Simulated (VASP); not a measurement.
# Al (P1) in VASP: further runs

Runs on Al. Level: PBE+D3(BJ). Tasks: single point.

Program: VASP 6.6.1. These are calculated values, not measurements. Logs are shortened: lines on timing, memory, paths and dates and some standing lists are left out, and cuts for length are marked.

**1. The cell of the first run**

The typed cell holds 16 atoms: a = 7.011 Å, b = 7.011 Å, c = 7.011 Å, α = 109.47°, β = 109.47°, γ = 109.47°.

**2. Single point, PBE+D3(BJ) (dynamics (nvt langevin) at 200 K, volume x 1.0, from the last frame before)**

INCAR reads:

```
SYSTEM = Al
PREC = Accurate ; ENCUT = 520
EDIFF = 1E-6 ; ISMEAR = -1
SIGMA = 0.05 ; LREAL = Auto
LASPH = .TRUE. ; NELM = 100
ALGO = Normal ; ISIF = 2
LWAVE = .FALSE. ; LCHARG = .FALSE.
GGA = PE ; IVDW = 12
NBANDS = 38
```

KPOINTS reads:

```
Automatic mesh
0
Gamma
  2 2 2
  0.5 0.5 0.5
```

POSCAR reads:

```
Al
1.0
    4.0479600000      4.0479600000     -4.0479600000
   -4.0479600000     -4.0479600000     -4.0479600000
   -4.0479600000      4.0479600000      4.0479600000
Al
16
Direct
    0.2793437929      0.7530049704     -0.0031011917
    0.5159963290      0.5108066779      0.0093692872
    0.7931558118      0.2519582703      0.0023975039
    0.7831812814      0.7574480726      0.5155315270
   -0.0024166494      0.7448768021      0.2442062175
    0.2908439066      0.4993149636      0.2625605243
    0.5244193371      0.2562104122      0.2617199775
    0.7811696509      0.0167962381      0.2453393808
    0.0100514827     -0.0029555628     -0.0089788437
    0.5165147383      0.7295684740      0.7586720225
    0.7583092471      0.5017385300      0.7269130624
    0.0173934525      0.5103947420      0.4896665234
    0.2900059536      0.2553209518      0.5340058943
    0.5142149379     -0.0209391891      0.4981876056
    0.0191590332      0.2546404856      0.7498679582
    0.2558236741     -0.0075503463      0.7545332711
```

Potentials or basis: VASP PAW PBE potentials, release 64 (Al).

Launch:

```
$ cat potpaw_PBE.64/Al/POTCAR > POTCAR
$ mpirun -np 1 vasp_std > vasp.out
```

OUTCAR:

```text
SYSTEM = Al
   PREC = Accurate
   ENCUT = 520
   EDIFF = 1E-6
   ISMEAR = -1
   LREAL = Auto
   LASPH = .TRUE.
   NELM = 100
   ISIF = 2
   GGA = PE
   IVDW = 12
 IVDW          = 12

 ion  position               nearest neighbor table
   1  0.279  0.753  0.997-  10 2.73   2 2.74  16 2.76  15 2.85   8 2.87  14 2.87   7 2.88  12 2.91
                             9 2.94   6 2.97  11 2.98   5 3.03
   2  0.516  0.511  0.009-  10 2.69  13 2.73   1 2.74   6 2.74   5 2.76  15 2.85   4 2.90   8 2.90
                             7 2.90  16 2.97  11 3.01   3 3.07
   3  0.793  0.252  0.002-   9 2.70   8 2.74  15 2.74  12 2.80   5 2.84   6 2.85  14 2.89  10 3.00
                            11 3.01   7 3.02   2 3.07  16 3.08
   4  0.783  0.757  0.516-  11 2.68  16 2.71   9 2.72  12 2.76   5 2.79  14 2.81   6 2.82  15 2.85
                             7 2.87   2 2.90  10 2.92   8 3.03
   5  0.998  0.745  0.244-  12 2.75   2 2.76   4 2.79   8 2.80   3 2.84   9 2.89  16 2.92  13 2.94
                            14 2.96  11 2.96   1 3.03   6 3.09
   6  0.291  0.499  0.263-   7 2.73   2 2.74  14 2.75   4 2.82  10 2.84   3 2.85  12 2.88   9 2.88
                            15 2.94  13 2.95   1 2.97   5 3.09
   7  0.524  0.256  0.262-  11 2.66   6 2.73  12 2.83   8 2.85   4 2.87   1 2.88   2 2.90  13 2.90
                            16 2.91  14 2.94   9 2.95   3 3.02
   8  0.781  0.017  0.245-   3 2.74   9 2.77  10 2.80   5 2.80  12 2.83   7 2.85   1 2.87  15 2.89
                             2 2.90  13 2.93  14 2.99   4 3.03
   9  0.010  0.997  0.991-   3 2.70   4 2.72  16 2.76   8 2.77  10 2.83  11 2.84  15 2.86   6 2.88
                             5 2.89   1 2.94   7 2.95  13 3.11
  10  0.517  0.730  0.759-   2 2.69  11 2.70  13 2.72   1 2.73   8 2.80   9 2.83   6 2.84  12 2.87
                            14 2.92   4 2.92   3 3.00  16 3.00
  11  0.758  0.502  0.727-   7 2.66   4 2.68  13 2.70  10 2.70   9 2.84  12 2.84  15 2.91   5 2.96
                             1 2.98  14 3.00   2 3.01   3 3.01
  12  0.017  0.510  0.490-   5 2.75   4 2.76  16 2.77   3 2.80   7 2.83   8 2.83  11 2.84  10 2.87
                             6 2.88   1 2.91  15 2.95  13 3.03
  13  0.290  0.255  0.534-  11 2.70  10 2.72   2 2.73  16 2.77  15 2.79  14 2.87   7 2.90   8 2.93
                             5 2.94   6 2.95  12 3.03   9 3.11
  14  0.514  0.979  0.498-   6 2.75   4 2.81  13 2.87   1 2.87   3 2.89  15 2.90  10 2.92   7 2.94
                            16 2.95   5 2.96   8 2.99  11 3.00
  15  0.019  0.255  0.750-   3 2.74  13 2.79   2 2.85   4 2.85   1 2.85   9 2.86  16 2.86   8 2.89
                            14 2.90  11 2.91   6 2.94  12 2.95
  16  0.256  0.992  0.755-   4 2.71   9 2.76   1 2.76  12 2.77  13 2.77  15 2.86   7 2.91   5 2.92
                            14 2.95   2 2.97  10 3.00   3 3.08

  LATTYP: Found a body centered cubic cell.
 ALAT       =     8.0959200000

  Lattice vectors:

 A1 = (   4.0479600000,   4.0479600000,  -4.0479600000)
 A2 = (  -4.0479600000,  -4.0479600000,  -4.0479600000)
 A3 = (  -4.0479600000,   4.0479600000,   4.0479600000)

Analysis of symmetry for initial positions (statically):
=====================================================================
 Subroutine PRICEL returns:
 Original cell was already a primitive cell.

 Routine SETGRP: Setting up the symmetry group for a
 body centered cubic supercell.

 Subroutine GETGRP returns: Found  1 space group operations
 (whereof  1 operations were pure point group operations)
 out of a pool of 48 trial point group operations.

The static configuration has the point symmetry C_1 .

Analysis of symmetry for dynamics (positions and initial velocities):
=====================================================================
 Subroutine PRICEL returns:
 Original cell was already a primitive cell.

 Routine SETGRP: Setting up the symmetry group for a
 body centered cubic supercell.

 Subroutine GETGRP returns: Found  1 space group operations
 (whereof  1 operations were pure point group operations)
 out of a pool of 48 trial point group operations.

The dynamic configuration has the point symmetry C_1 .

 Subroutine INISYM returns: Found  1 space group operations
 (whereof  1 operations are pure point group operations),
 and found     1 'primitive' translations

----------------------------------------------------------------------------------------

                                     Primitive cell

  volume of cell :     265.3192

  direct lattice vectors                    reciprocal lattice vectors
     4.047960000  4.047960000 -4.047960000     0.000000000  0.123519007 -0.123519007
    -4.047960000 -4.047960000 -4.047960000    -0.123519007  0.000000000 -0.123519007
[... 43 lines left out ...]

 KPOINTS: Automatic mesh

Automatic generation of k-mesh.
 Grid dimensions read from file:
 generate k-points for:    2    2    2

 Generating k-lattice:

  Cartesian coordinates                     Fractional coordinates (reciprocal lattice)
     0.000000000  0.061759504 -0.061759504     0.500000000  0.000000000  0.000000000
    -0.061759504  0.000000000 -0.061759504     0.000000000  0.500000000  0.000000000
    -0.061759504  0.061759504  0.000000000     0.000000000  0.000000000  0.500000000

  Length of vectors
     0.087341128  0.087341128  0.087341128

  Shift w.r.t. Gamma in fractional coordinates (k-lattice)
     0.500000000  0.500000000  0.500000000

 Subroutine IBZKPT returns following result:
 ===========================================

 Found      4 irreducible k-points:

 Following reciprocal coordinates:
            Coordinates               Weight
  0.250000  0.250000  0.250000      2.000000
 -0.250000  0.250000  0.250000      2.000000
  0.250000 -0.250000  0.250000      2.000000
  0.250000  0.250000 -0.250000      2.000000
   k-points           NKPTS =      4   k-points in BZ     NKDIM =      4   number of bands    NBANDS=     38
   number of dos      NEDOS =    301   number of ions     NIONS =     16
   total plane-waves  NPLWV = 157464
   dimension x,y,z NGX =    54 NGY =   54 NGZ =   54
   dimension x,y,z NGXF=   108 NGYF=  108 NGZF=  108
   ions per type =              16
   NGX,Y,Z   is equivalent  to a cutoff of  12.80, 12.80, 12.80 a.u.
   NGXF,Y,Z  is equivalent  to a cutoff of  25.61, 25.61, 25.61 a.u.
 SYSTEM =  Al
   PREC   = accura    normal or accurate (medium, high low for compatibility)
   ISTART =      0    job   : 0-new  1-cont  2-samecut
   ICHARG =      2    charge: 1-file 2-atom 10-const
   ISPIN  =      1    spin polarized calculation?
   LNONCOLLINEAR =      F non collinear calculations
   LSORBIT =      F    spin-orbit coupling
   LASPH  =      T    aspherical Exc in radial PAW
   ENCUT  =  520.0 eV  38.22 Ry    6.18 a.u.  13.04 13.04 13.04*2*pi/ulx,y,z
   NELM   =    100;   NELMIN=  2; NELMDL= -5     # of ELM steps
   EDIFF  = 0.1E-05   stopping-criterion for ELM
   LREAL  =      T    real-space projection
   EDIFFG = 0.1E-04   stopping-criterion for IOM
   NSW    =      0    number of steps for IOM
   IBRION =     -1    ionic relax: 0-MD 1-quasi-New 2-CG
   NFREE  =      0    steps in history (QN), initial steepest desc. (CG)
   ISIF   =      2    stress and relaxation
   ISYM   =      2    0-nonsym 1-usesym 2-fastsym
   POTIM  = 0.5000    time-step for ionic-motion
   TEBEG  =    0.0;   TEEND  =   0.0 temperature during run
   PSTRESS=    0.0 pullay stress
   NELECT =      48.0000    total number of electrons
   NUPDOWN=      -1.0000    fix difference up-down
   EMIN   =  10.00;   EMAX   =-10.00  energy-range for DOS
   EFERMI =   0.00;   METHOD = LEGACY
   ISMEAR =    -1;   SIGMA  =   0.05  broadening in eV -4-tet -1-fermi 0-gaus
   EFERMI_NEDOS =   21; number of points for ismear=-14 and -15
   IALGO  =     38    algorithm
   IMIX   =      4    mixing-type and parameters
     AMIX     =   0.40;   BMIX     =  1.00
     AMIX_MAG =   1.60;   BMIX_MAG =  1.00
  volume/ion in A,a.u.               =      16.58       111.90
  Fermi-wavevector in a.u.,A,eV,Ry     =   0.925903  1.749704 11.664236  0.857297
  Thomas-Fermi vector in A             =   2.051808
   LORBIT       =      0    0 simple, 1 ext, 2 COOP (PROOUT), +10 PAW based schemes
   GGA     = PE    functional components
   LHFCALC =     F    Hartree Fock is set to
   AEXX    =    0.0000 exact exchange contribution
   IVDW    =    12    specifies the selected vdW correction
   LEPSILON=     F    determine dielectric tensor
   LRPA    =     F    only Hartree local field effects (RPA)
 non-spin polarized calculation
  energy-cutoff  :      520.00
  volume of cell :      265.32
 maximum number of plane-waves:      7164
 NGX is ok and might be reduce to    54
   NGX = 27   NGY = 27   NGZ = 27

 number of electron      48.0000000 magnetization

 Free energy of the ion-electron system (eV)
  ---------------------------------------------------
  ext. energy  EPLUGINS =         0.00000000
  ---------------------------------------------------
  free energy    TOTEN  =       -58.07383301 eV

  energy without entropy =      -57.96711847  energy(sigma->0) =      -58.02047574

 E-fermi :   7.4741     XC(G=0): -10.1709

 val. band max:        7.4676398226   @ k =   0.2500  -0.2500   0.2500
 cond. band min:       7.5687806351   @ k =  -0.2500   0.2500   0.2500
 fundamental gap:      0.1011408125
 Fermi energy:         7.4740711299

 k-point     1 :       0.2500    0.2500    0.2500
  band No.  band energies     occupation
      1      -1.6869      2.00000
      2      -1.5518      2.00000
      3      -1.4361      2.00000
      4      -1.3141      2.00000
      5       2.5911      2.00000
      6       2.6796      2.00000
[... 145 lines left out ...]
     35      11.1988      0.00000
     36      11.4963      0.00000
 [bands above 36 left out]

------------------------ aborting loop because EDIFF is reached ----------------------------------------

 Edisp (eV)   -5.35424

 E8    (eV) :    -2.3944

  FORCE on cell =-STRESS in cart. coord.  units (eV):
  Direction    XX          YY          ZZ          XY          YZ          ZX
  --------------------------------------------------------------------------------------
  -------------------------------------------------------------------------------------
  Total      -0.75132    -3.72275    -1.85326     0.32862     0.40454    -0.55744
  in kB      -4.53700   -22.48052   -11.19124     1.98446     2.44290    -3.36623
  external pressure =      -12.74 kB  Pullay stress =        0.00 kB

 VOLUME and BASIS-vectors are now :
 -----------------------------------------------------------------------------
  energy-cutoff  :      520.00
  volume of cell :      265.32
      direct lattice vectors                 reciprocal lattice vectors
     4.047960000  4.047960000 -4.047960000     0.000000000  0.123519007 -0.123519007
    -4.047960000 -4.047960000 -4.047960000    -0.123519007  0.000000000 -0.123519007
    -4.047960000  4.047960000  4.047960000    -0.123519007  0.123519007  0.000000000

 POSITION                                       TOTAL-FORCE (eV/Angst)
 -----------------------------------------------------------------------------------
     -5.95277      2.11804     -0.14350        -0.284488     -0.119785      0.292192
     -0.01692      0.05893     -4.11853         0.193149      0.301696      0.122108
      2.18104      2.20045     -4.22087        -0.303249     -0.379433      0.221449
     -1.98268      2.19102     -4.14955         0.020497     -0.423623     -0.020504
      0.03441      2.01148     -6.06487         0.147100      0.149720     -0.393311
     -1.90672      0.21895     -2.13570        -0.122250     -0.293265      0.288828
[... 8 lines left out ...]
     -3.98866      2.08222      1.92711         0.079616      0.029459     -0.068605
     -6.03615      0.07249     -1.99864         0.036071      0.153786     -0.406115
 -----------------------------------------------------------------------------------
    total drift:                                0.002439      0.002028      0.000205

  FREE ENERGIE OF THE ION-ELECTRON SYSTEM (eV)
  ---------------------------------------------------
  free  energy   TOTEN  =       -63.4280701276 eV

  energy  without entropy=      -63.3213555875  energy(sigma->0) =      -63.37471286
```

Wall time 35 s (1 thread of Intel Xeon 6975P-C (Granite Rapids), shared host); peak memory 0.34 GiB.

Results:

* Free energy: -63.4281 eV
* Pressure: -1.3 GPa
* Largest force: 0.814 eV/Å
* Band gap on the k mesh: zero (band 24 reaches 7.59 eV, above the bottom of band 25 at 7.29 eV)
* Dispersion energy per atom: -0.335 eV

Forces on the atoms (eV/Å):
```
Al  -0.284 -0.120  0.292
Al   0.193  0.302  0.122
Al  -0.303 -0.379  0.221
Al   0.020 -0.424 -0.021
Al   0.147  0.150 -0.393
Al  -0.122 -0.293  0.289
Al   0.430 -0.105  0.005
Al  -0.116  0.165  0.298
Al   0.046  0.332  0.005
Al  -0.187 -0.326 -0.560
Al  -0.151  0.795  0.092
Al   0.112  0.342  0.156
Al   0.355 -0.495  0.182
Al  -0.255 -0.127 -0.214
Al   0.080  0.029 -0.069
Al   0.036  0.154 -0.406
```

Caveat: the k points lie up to 0.55 Å⁻¹ apart; pairwise dispersion overbinds metals, which lowers pressure and volume.

**3. Single point, PBE+D3(BJ) (dynamics (nvt langevin) at 200 K, volume x 1.0, from the last frame before)**

INCAR reads:

```
SYSTEM = Al
PREC     = Accurate       ! precision mode
ENCUT    = 520            ! plane-wave cutoff, eV
EDIFF    = 1E-6           ! SCF threshold, eV
ISMEAR   = -1             ! smearing method
SIGMA    = 0.05           ! smearing width, eV
LREAL    = Auto         
LASPH    = .TRUE.         ! aspherical terms in the spheres
NELM     = 100            ! most SCF steps
ALGO     = Normal         ! electronic algorithm
ISIF     = 2              ! what is computed and relaxed
LWAVE    = .FALSE.        ! write WAVECAR
LCHARG   = .FALSE.        ! write CHGCAR
GGA      = PE             ! functional
IVDW     = 12             ! dispersion correction
NBANDS   = 38             ! bands
```

KPOINTS is that of step 2.

POSCAR reads:

```
Al
1.0
    4.0479600000      4.0479600000     -4.0479600000
   -4.0479600000     -4.0479600000     -4.0479600000
   -4.0479600000      4.0479600000      4.0479600000
Al
16
Direct
    0.2898950335      0.7874682556      0.0160071987
    0.5204291791      0.5173116829      0.0373747517
    0.7897305062      0.2813328195      0.0295673623
    0.7874176128      0.7804400241      0.5366881096
    0.0431703871      0.7866194330      0.2922444886
    0.2749618326      0.5227239153      0.2585489975
    0.5540687161      0.2916170120      0.2926372790
    0.7679809089      0.0128819208      0.2822563711
    0.0304846145      0.0384317039      0.0300065959
    0.5166914940      0.7721703031      0.7772339648
    0.7734789869      0.5413180960      0.7910611765
    0.0352953092      0.5326474323      0.5220457959
    0.2798861649      0.2935523078      0.5388079428
    0.5035190565      0.0218489066      0.5190430488
    0.0259067530      0.2686056680      0.7785347434
    0.2870660777      0.0354975099      0.7706305151
```

Potentials or basis: VASP PAW PBE potentials, release 64 (Al).

Launch:

```
$ cat potpaw_PBE.64/Al/POTCAR > POTCAR
$ mpirun -np 1 vasp_std > vasp.out
```

Run time: 38 s. Hardware: 1 thread of Intel Xeon 6975P-C (Granite Rapids), shared host; peak memory 0.34 GiB.

It converged, with:

* Free energy: -63.5347 eV
* Pressure: -1.5 GPa
* Largest force: 0.722 eV/Å
* Band gap on the k mesh: zero (band 24 reaches 7.61 eV, above the bottom of band 25 at 7.28 eV)
* Dispersion energy per atom: -0.335 eV

Forces on the atoms (eV/Å):
```
Al  -0.352  0.026  0.578
Al   0.148 -0.129 -0.508
Al  -0.113 -0.139  0.189
Al  -0.043 -0.010  0.077
Al   0.138 -0.517  0.175
Al  -0.440  0.161  0.053
Al   0.009 -0.147  0.361
Al   0.021  0.003 -0.361
Al   0.175  0.241  0.166
Al   0.117  0.146 -0.484
Al   0.225  0.149 -0.091
Al  -0.098  0.016  0.172
Al   0.306  0.011  0.140
Al   0.240  0.367 -0.574
Al  -0.044 -0.255 -0.227
Al  -0.289  0.077  0.336
```

Stress tensor (GPa, compression positive):
```
-1.25  0.06 -0.24
 0.06 -2.33 -0.23
-0.24 -0.23 -1.03
```

Levels at points of the mesh, in eV from the Fermi level:
```csv
k point,band 21,band 22,band 23,band 24,band 25,band 26
"(0.25, 0.25, 0.25)",-0.36,-0.31,-0.27,-0.25,-0.23,-0.22
```

Caveat: the k points lie up to 0.55 Å⁻¹ apart; pairwise dispersion overbinds metals, which lowers pressure and volume.
